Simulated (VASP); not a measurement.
# BeCd3S4 (P-43m) in VASP: relaxation of cell and atoms with PBE

Aim: the relaxation of cell and atoms of BeCd3S4 with PBE.

Everything below comes from runs of VASP 6.6.1. Logs are shortened: lines on timing, memory, paths and dates and some standing lists are left out, and cuts for length are marked.

### Step 1. The cell of the first run

It takes space group P-43m (No. 215, cubic). Conventional cell: a = 5.490 Å, b = 5.490 Å, c = 5.490 Å, α = 90.00°, β = 90.00°, γ = 90.00°. Be (site symmetry -43m) has 4 S at 2.13 Å within 2.8 Å. Within 3.3 Å of Cd (site symmetry -42m) lie 4 S at 2.47 Å. Within 2.8 Å of S (site symmetry 3m) lie 1 Be at 2.13 Å and 3 Cd at 2.47 Å.

### Step 2. Relaxation of cell and atoms, PBE

Input file INCAR:

```
PREC     = Accurate       # precision mode
ENCUT    = 630            # plane-wave cutoff, eV
EDIFF    = 1E-7           # SCF threshold, eV
ISMEAR   = 0              # smearing method
SIGMA    = 0.15           # smearing width, eV
LREAL    = False          # projectors in reciprocal space
LASPH    = True           # aspherical terms in the spheres
NELM     = 120            # most SCF steps
ALGO     = Normal         # electronic algorithm
ISIF     = 3              # what is computed and relaxed
LWAVE    = False          # write WAVECAR
LCHARG   = False          # write CHGCAR
GGA      = PE             # functional
IBRION   = 2              # ionic algorithm
NSW      = 36             # ionic steps
EDIFFG   = -0.08          # ionic threshold
GGA_COMPAT= False        
NELMIN   = 4
```

Input file KPOINTS:

```
Automatic mesh
0
Gamma
  2 2 2
```

Input file POSCAR:

```
BeCd3S4
1.0
    5.4900000000      0.0000000000      0.0000000000
    0.0000000000      5.4900000000      0.0000000000
    0.0000000000      0.0000000000      5.4900000000
Be Cd S
1 3 4
Direct
    0.0000000000      0.0000000000      0.0000000000
    0.5000000000      0.0000000000      0.5000000000
    0.0000000000      0.5000000000      0.5000000000
    0.5000000000      0.5000000000      0.0000000000
    0.7760000000      0.7760000000      0.2240000000
    0.7760000000      0.2240000000      0.7760000000
    0.2240000000      0.7760000000      0.7760000000
    0.2240000000      0.2240000000      0.2240000000
```

Potentials or basis: VASP PAW PBE potentials, release 64 (Be, Cd_sv_GW, S).

On the command line:

```sh
$ cat potpaw_PBE.64/Be/POTCAR potpaw_PBE.64/Cd_sv_GW/POTCAR potpaw_PBE.64/S/POTCAR > POTCAR
$ mpirun -np 1 vasp_std > vasp.out
```

OUTCAR:

```text
PREC = Accurate
   ENCUT = 630
   EDIFF = 1E-7
   ISMEAR = 0
   LREAL = False
   LASPH = True
   NELM = 120
   ISIF = 3
   GGA = PE
   IBRION = 2
   NSW = 36
   EDIFFG = -0.08
   NELMIN = 4

 ion  position               nearest neighbor table
   1  0.000  0.000  0.000-   5 2.13   6 2.13   7 2.13   8 2.13
   2  0.500  0.000  0.500-   5 2.47   6 2.47   7 2.47   8 2.47
   3  0.000  0.500  0.500-   5 2.47   6 2.47   7 2.47   8 2.47
   4  0.500  0.500  0.000-   5 2.47   6 2.47   7 2.47   8 2.47
   5  0.776  0.776  0.224-   1 2.13   2 2.47   3 2.47   4 2.47
   6  0.776  0.224  0.776-   1 2.13   2 2.47   3 2.47   4 2.47
   7  0.224  0.776  0.776-   1 2.13   2 2.47   3 2.47   4 2.47
   8  0.224  0.224  0.224-   1 2.13   2 2.47   3 2.47   4 2.47

  LATTYP: Found a simple cubic cell.
 ALAT       =     5.4900000000

  Lattice vectors:

 A1 = (   5.4900000000,   0.0000000000,   0.0000000000)
 A2 = (   0.0000000000,   5.4900000000,   0.0000000000)
 A3 = (   0.0000000000,   0.0000000000,   5.4900000000)

Analysis of symmetry for initial positions (statically):
=====================================================================
 Subroutine PRICEL returns:
 Original cell was already a primitive cell.

 Routine SETGRP: Setting up the symmetry group for a
 simple cubic supercell.

 Subroutine GETGRP returns: Found 24 space group operations
 (whereof 24 operations were pure point group operations)
 out of a pool of 48 trial point group operations.

The static configuration has the point symmetry T_d .

Analysis of symmetry for dynamics (positions and initial velocities):
=====================================================================
 Subroutine PRICEL returns:
 Original cell was already a primitive cell.

 Routine SETGRP: Setting up the symmetry group for a
 simple cubic supercell.

 Subroutine GETGRP returns: Found 24 space group operations
 (whereof 24 operations were pure point group operations)
 out of a pool of 48 trial point group operations.

The dynamic configuration has the point symmetry T_d .

 Subroutine INISYM returns: Found 24 space group operations
 (whereof 24 operations are pure point group operations),
 and found     1 'primitive' translations

----------------------------------------------------------------------------------------

                                     Primitive cell

  volume of cell :     165.4691

  direct lattice vectors                    reciprocal lattice vectors
     5.490000000  0.000000000  0.000000000     0.182149362  0.000000000  0.000000000
[... 68 lines left out ...]
   PREC   = accura    normal or accurate (medium, high low for compatibility)
   ISTART =      0    job   : 0-new  1-cont  2-samecut
   ICHARG =      2    charge: 1-file 2-atom 10-const
   ISPIN  =      1    spin polarized calculation?
   LNONCOLLINEAR =      F non collinear calculations
   LSORBIT =      F    spin-orbit coupling
   LASPH  =      T    aspherical Exc in radial PAW
   ENCUT  =  630.0 eV  46.30 Ry    6.80 a.u.  11.24 11.24 11.24*2*pi/ulx,y,z
   NELM   =    120;   NELMIN=  4; NELMDL= -5     # of ELM steps
   EDIFF  = 0.1E-06   stopping-criterion for ELM
   LREAL  =      F    real-space projection
   EDIFFG = -.8E-01   stopping-criterion for IOM
   NSW    =     36    number of steps for IOM
   IBRION =      2    ionic relax: 0-MD 1-quasi-New 2-CG
   NFREE  =      1    steps in history (QN), initial steepest desc. (CG)
   ISIF   =      3    stress and relaxation
   ISYM   =      2    0-nonsym 1-usesym 2-fastsym
   POTIM  = 0.5000    time-step for ionic-motion
   TEBEG  =    0.0;   TEEND  =   0.0 temperature during run
   PSTRESS=    0.0 pullay stress
   NELECT =      86.0000    total number of electrons
   NUPDOWN=      -1.0000    fix difference up-down
   EMIN   =  10.00;   EMAX   =-10.00  energy-range for DOS
   EFERMI =   0.00;   METHOD = LEGACY
   ISMEAR =     0;   SIGMA  =   0.15  broadening in eV -4-tet -1-fermi 0-gaus
   EFERMI_NEDOS =   21; number of points for ismear=-14 and -15
   IALGO  =     38    algorithm
   IMIX   =      4    mixing-type and parameters
     AMIX     =   0.40;   BMIX     =  1.00
     AMIX_MAG =   1.60;   BMIX_MAG =  1.00
  volume/ion in A,a.u.               =      20.68       139.58
  Fermi-wavevector in a.u.,A,eV,Ry     =   1.316241  2.487334 23.571950  1.732489
  Thomas-Fermi vector in A             =   2.446367
   LORBIT       =      0    0 simple, 1 ext, 2 COOP (PROOUT), +10 PAW based schemes
   GGA     = PE    functional components
   LHFCALC =     F    Hartree Fock is set to
   AEXX    =    0.0000 exact exchange contribution
   IVDW    =     0    specifies the selected vdW correction
   LEPSILON=     F    determine dielectric tensor
   LRPA    =     F    only Hartree local field effects (RPA)
 conjugate gradient relaxation of ions
 non-spin polarized calculation
 Gauss-broadening in eV      SIGMA  =   0.15
  energy-cutoff  :      630.00
  volume of cell :      165.47
 maximum number of plane-waves:      6031
 NGX is ok and might be reduce to    48
   NGX = 23   NGY = 23   NGZ = 23

--------------------------------------- Ionic step        1  -------------------------------------------

 number of electron      86.0000022 magnetization

 Free energy of the ion-electron system (eV)
  ---------------------------------------------------
  ext. energy  EPLUGINS =         0.00000000
  ---------------------------------------------------
  free energy    TOTEN  =       -27.78319481 eV

  energy without entropy =      -27.78319481  energy(sigma->0) =      -27.78319481

------------------------ aborting loop because EDIFF is reached ----------------------------------------

  FORCE on cell =-STRESS in cart. coord.  units (eV):
  Direction    XX          YY          ZZ          XY          YZ          ZX
  --------------------------------------------------------------------------------------
  -------------------------------------------------------------------------------------
  Total        6.9997534      6.9997534      6.9997534      0.0000000     -0.0000000      0.0000000
  in kB       67.7760556     67.7760556     67.7760556      0.0000000     -0.0000000      0.0000000
  external PRESSURE =      67.7760556 kB  Pullay stress =       0.0000000 kB
[... 155 lines left out ...]
--------------------------------------- Ionic step        5  -------------------------------------------

 number of electron      85.9999982 magnetization

 Free energy of the ion-electron system (eV)
  ---------------------------------------------------
  ext. energy  EPLUGINS =         0.00000000
  ---------------------------------------------------
  free energy    TOTEN  =       -28.09024673 eV

  energy without entropy =      -28.09024673  energy(sigma->0) =      -28.09024673

 E-fermi :   3.6950     XC(G=0):  -9.2996

 val. band max:        2.8557365805   @ k =   0.5000   0.5000   0.0000
 cond. band min:       4.5188628503   @ k =   0.0000   0.0000   0.0000
 fundamental gap:      1.6631262698
 Fermi energy:         3.6949748252

 k-point     1 :       0.0000    0.0000    0.0000
  band No.  band energies     occupation
      1     -98.4075      2.00000
      2     -98.4075      2.00000
      3     -98.4075      2.00000
      4     -59.5135      2.00000
      5     -59.5135      2.00000
      6     -59.5135      2.00000
[... 240 lines left out ...]
  FREE ENERGIE OF THE ION-ELECTRON SYSTEM (eV)
  ---------------------------------------------------
  free  energy   TOTEN  =       -28.0902467278 eV

  energy  without entropy=      -28.0902467278  energy(sigma->0) =      -28.09024673

 reached required accuracy - stopping structural energy minimisation
```

OSZICAR:

```text
N       E                     dE             d eps       ncg     rms          rms(c)
DAV:   1     0.202444308810E+04    0.20244E+04   -0.51646E+04   456   0.223E+03
DAV:   2     0.283113843097E+03   -0.17413E+04   -0.16697E+04   408   0.903E+02
DAV:   3    -0.629086914159E+01   -0.28940E+03   -0.28206E+03   656   0.386E+02
[... 62 lines left out ...]
DAV:   5    -0.280902404870E+02   -0.11555E-04   -0.21375E-05   581   0.402E-02    0.180E-02
DAV:   6    -0.280902426828E+02   -0.21958E-05   -0.29635E-06   525   0.109E-02    0.760E-03
DAV:   7    -0.280902455360E+02   -0.28532E-05   -0.10402E-06   592   0.106E-02    0.215E-03
DAV:   8    -0.280902466847E+02   -0.11487E-05   -0.98829E-08   268   0.454E-03    0.100E-03
DAV:   9    -0.280902467278E+02   -0.43094E-07   -0.36386E-08   231   0.239E-03
   5 F= -.28090247E+02 E0= -.28090247E+02  d E =-.205855E-02
```

Wall time 4.3 min (1 thread of Intel Xeon Platinum 8375C at 2.90GHz (Ice Lake), shared host); peak memory 0.37 GiB.

Results:

* Free energy: -28.0902 eV
* Relaxed volume: 22.54 Å³/atom
* Relaxed cell: a = 5.650 Å, b = 5.650 Å, c = 5.650 Å, α = 90.00°, β = 90.00°, γ = 90.00°
* Space group after relaxing (to 0.1 Å): P-43m (No. 215)
* Energy gained by relaxing: 38.4 meV/atom
* Ionic steps: 5
* Pressure after relaxing: -0.1 GPa
* Largest force after relaxing: 0.054 eV/Å
* Band gap on the k mesh: 1.66 eV (least direct gap 1.68 eV)

Forces in eV/Å, atoms in the order of the input:
```
Be   0.000  0.000  0.000
Cd   0.000  0.000  0.000
Cd   0.000  0.000  0.000
Cd   0.000  0.000  0.000
S    0.031  0.031 -0.031
S    0.031 -0.031  0.031
S   -0.031  0.031  0.031
S   -0.031 -0.031 -0.031
```

Step by step:
| step | energy change (eV) | largest force (eV/Å) | pressure (GPa) | volume (Å³) |
| --- | --- | --- | --- | --- |
| 1 | 0.0000 | 0.4842 | 6.78 | 165.47 |
| 2 | -0.2492 | 0.0046 | -2.44 | 187.32 |
| 3 | -0.3051 | 0.1186 | -0.07 | 180.23 |
| 4 | -0.3050 | 0.1126 | -0.18 | 180.54 |
| 5 | -0.3071 | 0.0543 | -0.14 | 180.34 |

Final structure:
```yaml
crystal:
  lattice:
    - [5.64973, 0.00000, 0.00000]
    - [0.00000, 5.64973, 0.00000]
    - [0.00000, 0.00000, 5.64973]
  atoms:
    - { symbol: Be, position: [0.00000, 0.00000, 0.00000] }
    - { symbol: Cd, position: [0.50000, 0.00000, 0.50000] }
    - { symbol: Cd, position: [0.00000, 0.50000, 0.50000] }
    - { symbol: Cd, position: [0.50000, 0.50000, 0.00000] }
    - { symbol: S, position: [0.77831, 0.77831, 0.22169] }
    - { symbol: S, position: [0.77831, 0.22169, 0.77831] }
    - { symbol: S, position: [0.22169, 0.77831, 0.77831] }
    - { symbol: S, position: [0.22169, 0.22169, 0.22169] }
```

Levels at points of the mesh, in eV from the valence-band top:
| k point | band 39 | band 40 | band 41 | band 42 | band 43 | band 44 | band 45 | band 46 | band 47 | band 48 |
| --- | --- | --- | --- | --- | --- | --- | --- | --- | --- | --- |
| (0.00, 0.00, 0.00) | -1.56 | -1.56 | -0.02 | -0.02 | -0.02 | 1.66 | 3.68 | 3.68 | 3.68 | 3.94 |
| (0.50, 0.00, 0.00) | -1.96 | -1.14 | -1.14 | -0.57 | -0.57 | 3.69 | 3.72 | 4.82 | 5.06 | 5.52 |
| (0.50, 0.50, 0.00) | -1.55 | -0.89 | -0.89 | -0.89 | 0.00 | 3.48 | 4.70 | 4.70 | 4.98 | 5.51 |
| (0.50, 0.50, 0.50) | -0.45 | -0.45 | -0.45 | -0.37 | -0.37 | 3.09 | 3.09 | 3.09 | 3.36 | 6.40 |

Caveat: the k points lie up to 0.56 Å⁻¹ apart in the final cell; the relaxation stopped at a loose force limit of 0.08 eV/Å, so its end isn't a converged minimum. A k mesh can miss the band edges.
